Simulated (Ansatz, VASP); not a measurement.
Two plane-wave programs on Al

```
Al
1.0
     0.00000    2.08470    2.08470
     2.08470    0.00000    2.08470
     2.08470    2.08470    0.00000
Al
1
Direct
  0.00000 0.00000 0.00000
```

Change from the starting cell: strain +0.030 along x and y, +0.030 along z, atoms carried along.

Alike in both runs: task single point; functional r2SCAN; k mesh 20 × 20 × 20; occupations gaussian, width 0.15 eV; no spin polarisation.

|  | VASP | Ansatz |
| --- | --- | --- |
| version | VASP 6.6.1 | Ansatz 0.2.0 |
| potentials or method | VASP PAW PBE potentials, release 64 (Al), cutoff 520 eV | scalar-relativistic, plane waves, PAW |
| valence electrons in the cell | 3 | 3 |

```tsv
	VASP	Ansatz	Ansatz less VASP
gap on the k mesh at the Fermi level (eV)	none	none	-
pressure (GPa)	-9.1	-8.8	+0.22
```

VASP's potentials were made for PBE, not for r2SCAN. A gap of «none» marks a metal or a gap that the smearing closes.
